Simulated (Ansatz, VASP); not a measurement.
**One calculation of SiC, two programs**

File INCAR:

```
ALGO = Normal ; EDIFF = 1E-7
EDIFFG = -0.002 ; ENCUT = 520
IBRION = 2 ; ISIF = 2
ISMEAR = 0 ; LASPH = True
LCHARG = False ; LREAL = False
LWAVE = False ; NELM = 100
NSW = 50 ; PREC = Accurate
SIGMA = 0.01
```

File KPOINTS:

```
k-points
0
Gamma
  8 8 4
```

The input POSCAR:

```
SiC
1.0
    3.0563617626      0.0000000000      0.0000000000
   -1.5281808813      2.6468869296      0.0000000000
    0.0000000000      0.0000000000      4.9908338809
Si C
2 2
Direct
    0.3333333333      0.6666666667      0.0045956371
    0.6666666667      0.3333333333      0.5045956371
    0.3333333333      0.6666666667      0.3804043629
    0.6666666667      0.3333333333      0.8804043629
```

Input for Ansatz:

```yaml
crystal:
  lattice:
    - [3.05636176261, 0.0, 0.0]
    - [-1.5281808813, 2.64688692958, 0.0]
    - [0.0, 0.0, 4.99083388092]
  atoms:
    - { symbol: Si, position: [0.333333333333, 0.666666666667, 0.00459563708] }
    - { symbol: Si, position: [0.666666666667, 0.333333333333, 0.50459563708] }
    - { symbol: C, position: [0.333333333333, 0.666666666667, 0.38040436292] }
    - { symbol: C, position: [0.666666666667, 0.333333333333, 0.88040436292] }
kpoints:
  mp_grid: { grid: [8, 8, 4] }
scf:
  occupations: { method: fixed }
  convergence: { dr2_threshold: 1.0e-10 }
hamiltonian:
  xc: lda
  pseudopotentials: { kind: all_electron, lapw: { basis_error: 0.0005 } }
output:
  forces: true
  stress: true
  eigenstates:
    kpoints:
      - [0.0, 0.0, 0.0]
      - [-0.666666667, 0.333333333, 0.0]
      - [0.5, -0.5, 0.0]
      - [0.0, 0.5, 0.0]
      - [0.5, 0.0, 0.0]
      - [0.0, 0.0, -0.5]
      - [-0.5, 0.0, -0.5]
      - [-0.5, 0.5, -0.5]
      - [0.0, -0.5, -0.5]
relax:
  f_tol: 0.002
  max_steps: 30
```

Change from the starting cell: z stretched by -0.5 %, x and y held.

Alike in both runs: task relaxation of the atoms; functional LDA; k mesh 8 × 8 × 4; no spin polarisation.

|  | VASP | Ansatz |
| --- | --- | --- |
| version | VASP 6.6.1 | Ansatz 0.2.0 |
| potentials or method | VASP PAW LDA potentials, release 64 (Si, C), cutoff 520 eV | all-electron LAPW, scalar-relativistic |
| occupations | gaussian, width 0.01 eV | fixed |

|  | VASP | Ansatz | Ansatz less VASP |
| --- | --- | --- | --- |
| gap on the k mesh at the Fermi level, each at its own relaxed structure (eV) | 2.41 | 2.42 | +0.014 |

LDA's correlation is that of Perdew and Zunger in VASP and of Perdew and Wang (1992) in Ansatz. Ansatz ran all-electron here, and VASP with PAW potentials.
